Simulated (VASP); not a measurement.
# ZnInGaO4 (R3m) in VASP: single point with PBEsol

Aim: the single point of ZnInGaO4 with PBEsol.

Program: VASP 6.6.1. These are calculated values, not measurements. Logs are shortened: lines on timing, memory, paths and dates and some standing lists are left out, and cuts for length are marked.

### 1 The cell of the first run

The structure is trigonal, space group R3m (No. 160). The conventional cell has a = 3.215 Å, b = 3.215 Å, c = 24.916 Å, α = 90.00°, β = 90.00°, γ = 120.00°. Zn (site symmetry 3m) has 5 O at 1.89 to 2.43 Å within 2.5 Å. In (site symmetry 3m) has 6 O at 2.12 to 2.13 Å within 2.8 Å. Within 2.5 Å of Ga (site symmetry 3m) lie 5 O at 1.86 to 1.92 Å. Within 2.5 Å of O (site symmetry 3m) lie 1 Zn at 1.89 Å and 3 In at 2.12 Å. O (site symmetry 3m) has 1 Ga at 1.89 Å and 3 In at 2.13 Å within 2.5 Å. Within 2.5 Å of O (site symmetry 3m) lie 3 Ga at 1.86 Å and 1 Zn at 2.43 Å. Within 2.5 Å of O (site symmetry 3m) lie 1 Ga at 1.92 Å and 3 Zn at 1.93 Å.

### 2 Single point, PBEsol (10.62 Å³/atom)

The input, INCAR:

```
SYSTEM = ZnInGaO4
ALGO = Normal
EDIFF = 1E-6
ENCUT = 520
GGA = PS
ISIF = 2
ISMEAR = 0
LASPH = .TRUE.
LCHARG = .FALSE.
LREAL = .FALSE.
LWAVE = .FALSE.
NBANDS = 40
NELM = 60
PREC = Accurate
SIGMA = 0.02
```

The input, KPOINTS:

```
k-points
0
G
  12 12 12
  0 0 0
```

The input, POSCAR:

```
ZnInGaO4
1.0
    1.6073342056      0.9279948363      8.3051911824
   -1.6073342056      0.9279948363      8.3051911824
    0.0000000000     -1.8559896725      8.3051911824
Zn In Ga O
1 1 1 4
Direct
    0.2185427250      0.2185427250      0.2185427250
    0.0025823890      0.0025823890      0.0025823890
    0.7874076267      0.7874076267      0.7874076267
    0.2944987861      0.2944987861      0.2944987861
    0.7113707847      0.7113707847      0.7113707847
    0.1211056731      0.1211056731      0.1211056731
    0.8644930155      0.8644930155      0.8644930155
```

Potentials or basis: VASP PAW PBE potentials, release 64 (Zn, In_d, Ga_d, O).

Command:

```console
$ cat potpaw_PBE.64/Zn/POTCAR potpaw_PBE.64/In_d/POTCAR potpaw_PBE.64/Ga_d/POTCAR potpaw_PBE.64/O/POTCAR > POTCAR
$ mpirun -np 1 vasp_std > vasp.out
```

OUTCAR:

```text
SYSTEM = ZnInGaO4
   EDIFF = 1E-6
   ENCUT = 520
   GGA = PS
   ISIF = 2
   ISMEAR = 0
   LASPH = .TRUE.
   LREAL = .FALSE.
   NELM = 60
   PREC = Accurate

 ion  position               nearest neighbor table
   1  0.219  0.219  0.219-   4 1.89   7 1.93   7 1.93   7 1.93   6 2.43   2 3.46   2 3.46   2 3.46

   2  0.003  0.003  0.003-   4 2.12   4 2.12   4 2.12   5 2.13   5 2.13   5 2.13   6 2.95   1 3.46
                             1 3.46   1 3.46
   3  0.787  0.787  0.787-   6 1.86   6 1.86   6 1.86   5 1.89   7 1.92
   4  0.294  0.294  0.294-   1 1.89   2 2.12   2 2.12   2 2.12
   5  0.711  0.711  0.711-   3 1.89   2 2.13   2 2.13   2 2.13
   6  0.121  0.121  0.121-   3 1.86   3 1.86   3 1.86   1 2.43   2 2.95
   7  0.864  0.864  0.864-   3 1.92   1 1.93   1 1.93   1 1.93

  LATTYP: Found a trigonal (rhomboedric) cell.
 ALAT       =     8.5100469000
 COS(alpha) =     0.9286525489

  Lattice vectors:

 A1 = (   1.6073342056,   0.9279948363,   8.3051911824)
 A2 = (  -1.6073342056,   0.9279948363,   8.3051911824)
 A3 = (   0.0000000000,  -1.8559896725,   8.3051911824)

Analysis of symmetry for initial positions (statically):
=====================================================================
 Subroutine PRICEL returns:
 Original cell was already a primitive cell.

 Routine SETGRP: Setting up the symmetry group for a
 trigonal (rhombohedral) supercell.

 Subroutine GETGRP returns: Found  6 space group operations
 (whereof  6 operations were pure point group operations)
 out of a pool of 12 trial point group operations.

The static configuration has the point symmetry C_3v.

Analysis of symmetry for dynamics (positions and initial velocities):
=====================================================================
 Subroutine PRICEL returns:
 Original cell was already a primitive cell.

 Routine SETGRP: Setting up the symmetry group for a
 trigonal (rhombohedral) supercell.

 Subroutine GETGRP returns: Found  6 space group operations
 (whereof  6 operations were pure point group operations)
 out of a pool of 12 trial point group operations.

The dynamic configuration has the point symmetry C_3v.

 Subroutine INISYM returns: Found  6 space group operations
 (whereof  6 operations are pure point group operations),
 and found     1 'primitive' translations

----------------------------------------------------------------------------------------

                                     Primitive cell

  volume of cell :      74.3280

  direct lattice vectors                    reciprocal lattice vectors
     1.607334206  0.927994836  8.305191182     0.311074074  0.179598701  0.040135540
    -1.607334206  0.927994836  8.305191182    -0.311074074  0.179598701  0.040135540
     0.000000000 -1.855989673  8.305191182     0.000000000 -0.359197401  0.040135540

  length of vectors
     8.510046900  8.510046900  8.510046900     0.361432752  0.361432752  0.361432752

  position of ions in fractional coordinates (direct lattice)
     0.218542725  0.218542725  0.218542725
     0.002582389  0.002582389  0.002582389
     0.787407627  0.787407627  0.787407627
     0.294498786  0.294498786  0.294498786
     0.711370785  0.711370785  0.711370785
     0.121105673  0.121105673  0.121105673
     0.864493016  0.864493016  0.864493016

  ion indices of the primitive-cell ions
   primitive index   ion index
                 1           1
                 2           2
                 3           3
                 4           4
                 5           5
                 6           6
                 7           7

----------------------------------------------------------------------------------------

 KPOINTS: k-points

Automatic generation of k-mesh.
 Grid dimensions read from file:
 generate k-points for:   12   12   12

 Generating k-lattice:

  Cartesian coordinates                     Fractional coordinates (reciprocal lattice)
     0.025922840  0.014966558  0.003344628     0.083333333  0.000000000  0.000000000
    -0.025922840  0.014966558  0.003344628     0.000000000  0.083333333  0.000000000
     0.000000000 -0.029933117  0.003344628     0.000000000  0.000000000  0.083333333

  Length of vectors
     0.030119396  0.030119396  0.030119396

  Shift w.r.t. Gamma in fractional coordinates (k-lattice)
     0.000000000  0.000000000  0.000000000

 Subroutine IBZKPT returns following result:
 ===========================================

 Found    189 irreducible k-points:

 Following reciprocal coordinates:
            Coordinates               Weight
  0.000000  0.000000  0.000000      1.000000
  0.083333  0.000000  0.000000      6.000000
  0.166667 -0.000000  0.000000      6.000000
  0.250000  0.000000  0.000000      6.000000
  0.333333  0.000000  0.000000      6.000000
  0.416667  0.000000  0.000000      6.000000
[... 16 lines left out ...]
  0.500000  0.166667  0.000000     12.000000
 -0.416667  0.166667 -0.000000     12.000000
 [... further k-points ...]
   k-points           NKPTS =    189   k-points in BZ     NKDIM =    189   number of bands    NBANDS=     40
   number of dos      NEDOS =    301   number of ions     NIONS =      7
   total plane-waves  NPLWV = 262144
   dimension x,y,z NGX =    64 NGY =   64 NGZ =   64
   dimension x,y,z NGXF=   128 NGYF=  128 NGZF=  128
   ions per type =               1   1   1   4
   NGX,Y,Z   is equivalent  to a cutoff of  12.50, 12.50, 12.50 a.u.
   NGXF,Y,Z  is equivalent  to a cutoff of  25.01, 25.01, 25.01 a.u.
 SYSTEM =  ZnInGaO4
   PREC   = accura    normal or accurate (medium, high low for compatibility)
   ISTART =      0    job   : 0-new  1-cont  2-samecut
   ICHARG =      2    charge: 1-file 2-atom 10-const
   ISPIN  =      1    spin polarized calculation?
   LNONCOLLINEAR =      F non collinear calculations
   LSORBIT =      F    spin-orbit coupling
   LASPH  =      T    aspherical Exc in radial PAW
   ENCUT  =  520.0 eV  38.22 Ry    6.18 a.u.  15.82 15.82 15.82*2*pi/ulx,y,z
   NELM   =     60;   NELMIN=  2; NELMDL= -5     # of ELM steps
   EDIFF  = 0.1E-05   stopping-criterion for ELM
   LREAL  =      F    real-space projection
   EDIFFG = 0.1E-04   stopping-criterion for IOM
   NSW    =      0    number of steps for IOM
   IBRION =     -1    ionic relax: 0-MD 1-quasi-New 2-CG
   NFREE  =      0    steps in history (QN), initial steepest desc. (CG)
   ISIF   =      2    stress and relaxation
   ISYM   =      2    0-nonsym 1-usesym 2-fastsym
   POTIM  = 0.5000    time-step for ionic-motion
   TEBEG  =    0.0;   TEEND  =   0.0 temperature during run
   PSTRESS=    0.0 pullay stress
   NELECT =      62.0000    total number of electrons
   NUPDOWN=      -1.0000    fix difference up-down
   EMIN   =  10.00;   EMAX   =-10.00  energy-range for DOS
   EFERMI =   0.00;   METHOD = LEGACY
   ISMEAR =     0;   SIGMA  =   0.02  broadening in eV -4-tet -1-fermi 0-gaus
   EFERMI_NEDOS =   21; number of points for ismear=-14 and -15
   IALGO  =     38    algorithm
   IMIX   =      4    mixing-type and parameters
     AMIX     =   0.40;   BMIX     =  1.00
     AMIX_MAG =   1.60;   BMIX_MAG =  1.00
  volume/ion in A,a.u.               =      10.62        71.66
  Fermi-wavevector in a.u.,A,eV,Ry     =   1.541066  2.912192 32.312256  2.374884
  Thomas-Fermi vector in A             =   2.647064
   LORBIT       =      0    0 simple, 1 ext, 2 COOP (PROOUT), +10 PAW based schemes
   GGA     = PS    functional components
   LHFCALC =     F    Hartree Fock is set to
   AEXX    =    0.0000 exact exchange contribution
   IVDW    =     0    specifies the selected vdW correction
   LEPSILON=     F    determine dielectric tensor
   LRPA    =     F    only Hartree local field effects (RPA)
 non-spin polarized calculation
 Gauss-broadening in eV      SIGMA  =   0.02
  energy-cutoff  :      520.00
  volume of cell :       74.33
 maximum number of plane-waves:      2026
   NGX = 31   NGY = 31   NGZ = 31

 number of electron      61.9999996 magnetization

 Free energy of the ion-electron system (eV)
  ---------------------------------------------------
  ext. energy  EPLUGINS =         0.00000000
  ---------------------------------------------------
  free energy    TOTEN  =       -40.15635326 eV

  energy without entropy =      -40.15635326  energy(sigma->0) =      -40.15635326

 E-fermi :   5.2759     XC(G=0): -12.0359

 val. band max:        5.1100580780   @ k =   0.0000   0.0000   0.0000
 cond. band min:       6.6421629169   @ k =   0.0000   0.0000   0.0000
 fundamental gap:      1.5321048389
 Fermi energy:         5.2759079202

 k-point     1 :       0.0000    0.0000    0.0000
  band No.  band energies     occupation
      1     -14.5950      2.00000
      2     -13.4913      2.00000
      3     -12.8204      2.00000
      4     -12.2118      2.00000
      5      -8.4804      2.00000
      6      -8.4804      2.00000
[... 32 lines left out ...]
     39      17.8062      0.00000
     40      17.8063      0.00000

 k-point     2 :       0.0833    0.0000    0.0000
  band No.  band energies     occupation
      1     -14.5401      2.00000
      2     -13.4429      2.00000
      3     -12.7975      2.00000
      4     -12.2522      2.00000
      5      -8.4679      2.00000
      6      -8.4581      2.00000
[... 32 lines left out ...]
     39      17.2467      0.00000
     40      17.9558      0.00000

 k-point     3 :       0.1667   -0.0000    0.0000
  band No.  band energies     occupation
      1     -14.3858      2.00000
      2     -13.3101      2.00000
      3     -12.7392      2.00000
      4     -12.3521      2.00000
      5      -8.4243      2.00000
      6      -8.3959      2.00000
[... 32 lines left out ...]
     39      16.7018      0.00000
     40      17.2330      0.00000

 k-point     4 :       0.2500    0.0000    0.0000
  band No.  band energies     occupation
      1     -14.1631      2.00000
      2     -13.1336      2.00000
      3     -12.6790      2.00000
      4     -12.4499      2.00000
      5      -8.3361      2.00000
      6      -8.3081      2.00000
[... 32 lines left out ...]
     39      16.8725      0.00000
     40      17.1793      0.00000
[... 772 lines left out ...]
     39      16.4665      0.00000
     40      16.6947      0.00000

 k-point    23 :       0.5000    0.1667    0.0000
  band No.  band energies     occupation
      1     -13.6559      2.00000
      2     -12.9510      2.00000
      3     -12.6142      2.00000
      4     -12.4189      2.00000
      5      -8.1735      2.00000
      6      -8.0594      2.00000
[... 32 lines left out ...]
     39      16.2859      0.00000
     40      16.4422      0.00000

 k-point    24 :      -0.4167    0.1667   -0.0000
  band No.  band energies     occupation
      1     -13.5861      2.00000
      2     -12.9758      2.00000
      3     -12.5789      2.00000
      4     -12.4010      2.00000
      5      -8.1375      2.00000
      6      -8.0646      2.00000
[... 32 lines left out ...]
     39      16.2519      0.00000
     40      16.3792      0.00000

 [... further k-points ...]

------------------------ aborting loop because EDIFF is reached ----------------------------------------

  FORCE on cell =-STRESS in cart. coord.  units (eV):
  Direction    XX          YY          ZZ          XY          YZ          ZX
  --------------------------------------------------------------------------------------
  -------------------------------------------------------------------------------------
  Total        9.6782059      9.6782059      9.7445078      0.0000000      0.0000000      0.0000000
  in kB      208.6184957    208.6184957    210.0476648      0.0000000      0.0000000      0.0000000
  external PRESSURE =     209.0948854 kB  Pullay stress =       0.0000000 kB

 VOLUME and BASIS-vectors are now :
 -----------------------------------------------------------------------------
  energy-cutoff  :      520.00
  volume of cell :       74.33
      direct lattice vectors                 reciprocal lattice vectors
     1.607334206  0.927994836  8.305191182     0.311074074  0.179598701  0.040135540
    -1.607334206  0.927994836  8.305191182    -0.311074074  0.179598701  0.040135540
     0.000000000 -1.855989673  8.305191182     0.000000000 -0.359197401  0.040135540

 POSITION                                       TOTAL-FORCE (eV/Angst)
 -----------------------------------------------------------------------------------
      0.00000      0.00000      5.44512         0.000000     -0.000000     -0.002593
      0.00000      0.00000      0.06434         0.000000     -0.000000     -0.007756
      0.00000      0.00000     19.61871         0.000000     -0.000000     -0.022167
      0.00000      0.00000      7.33761         0.000000      0.000000      0.038782
      0.00000      0.00000     17.72421         0.000000      0.000000      0.030897
      0.00000      0.00000      3.01742         0.000000     -0.000000     -0.005186
      0.00000      0.00000     21.53934         0.000000     -0.000000     -0.031977
 -----------------------------------------------------------------------------------
    total drift:                               -0.000000      0.000000     -0.000757

  FREE ENERGIE OF THE ION-ELECTRON SYSTEM (eV)
  ---------------------------------------------------
  free  energy   TOTEN  =       -40.1563532595 eV

  energy  without entropy=      -40.1563532595  energy(sigma->0) =      -40.15635326
```

Run time: 55 min. Hardware: 1 thread of Intel Xeon Platinum 8259CL at 2.50GHz (Skylake/Cascade Lake), shared host; peak memory 0.93 GiB.

What came out:

```
Free energy            : -40.1564 eV
Pressure               : 20.9 GPa
Largest force          : 0.039 eV/Å
Band gap on the k mesh : 1.53 eV
```

Forces on the atoms (eV/Å):
```
Zn   0.000  0.000 -0.003
In   0.000  0.000 -0.008
Ga   0.000  0.000 -0.022
O    0.000  0.000  0.039
O    0.000  0.000  0.031
O    0.000  0.000 -0.005
O    0.000  0.000 -0.032
```

Stress tensor (GPa, compression positive):
```
20.86  0.00  0.00
 0.00 20.86  0.00
 0.00  0.00 21.00
```

Levels at points of the mesh, in eV from the valence-band top:
| k point | band 27 | band 28 | band 29 | band 30 | band 31 | band 32 | band 33 | band 34 | band 35 | band 36 |
| --- | --- | --- | --- | --- | --- | --- | --- | --- | --- | --- |
| (0.00, 0.00, 0.00) | -0.99 | -0.99 | -0.75 | 0.00 | 0.00 | 1.53 | 4.75 | 5.35 | 5.75 | 10.44 |
| (0.50, 0.00, 0.00) | -2.56 | -1.47 | -1.47 | -0.69 | -0.39 | 5.45 | 6.38 | 6.85 | 7.33 | 9.09 |
| (0.50, 0.50, 0.00) | -1.81 | -1.63 | -1.55 | -0.94 | -0.62 | 5.58 | 6.28 | 6.81 | 7.39 | 9.32 |
| (0.50, 0.50, 0.50) | -1.39 | -1.02 | -1.02 | -0.01 | -0.01 | 2.94 | 3.20 | 5.55 | 6.10 | 10.45 |

Caveat: the cell stands under pressure; the PAW data sets were made with another functional, which shifts forces and pressure a little; spin-orbit coupling is left out, which moves the levels of the heavy elements. A k mesh can miss the band edges.
